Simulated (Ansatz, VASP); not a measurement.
## Hf2Sc3N: VASP beside Ansatz

```xyz
6
Lattice="5.1084 0.0000 0.0000 -2.5542 4.4240 0.0000 0.0000 0.0000 8.9472" Properties=species:S:1:pos:R:3 pbc="T T T"
Hf    0.0000    0.0000    7.0553
Hf    0.0000    0.0000    1.8919
Sc    0.0000    2.9493    4.4736
Sc    2.5542    1.4747    4.4736
Sc    0.0000    0.0000    4.4736
N     0.0000    0.0000    0.0000
```

Alike in both runs: task single point; functional PBE; k mesh 6 × 6 × 2; occupations gaussian, width 0.1 eV; collinear spin.

```csv
,VASP,Ansatz
version,VASP 6.6.1,Ansatz 0.2.0
potentials or method,"VASP PAW PBE potentials, release 64 (Hf_pv, Sc_sv, N), cutoff 520 eV","scalar-relativistic, plane waves, PAW"
valence electrons in the cell,58,90
```

VASP gave:

- gap on the k mesh at the Fermi level (eV): none
- pressure (GPa): 0.0
- traceless stress, the component that is largest in VASP (GPa): -0.09
- rms of the force components (eV/Å): 0.013
- net moment per atom (μB): 0.00

Q: Which values does Ansatz return?

A: gap on the k mesh at the Fermi level (eV): none; pressure (GPa): 0.1; traceless stress, the component that is largest in VASP (GPa): 0.00; rms of the force components (eV/Å): 0.001; net moment per atom (μB): 0.00.

Atom by atom the forces differ by 0.012 eV/Å (rms over components). A gap of «none» marks a metal or a gap that the smearing closes. VASP's potentials hold 58 valence electrons a cell and Ansatz's 90, so a difference there can come from the potentials and not from the codes. Ansatz's warnings: seeded moment not kept.

Neither program's run includes spin-orbit coupling.
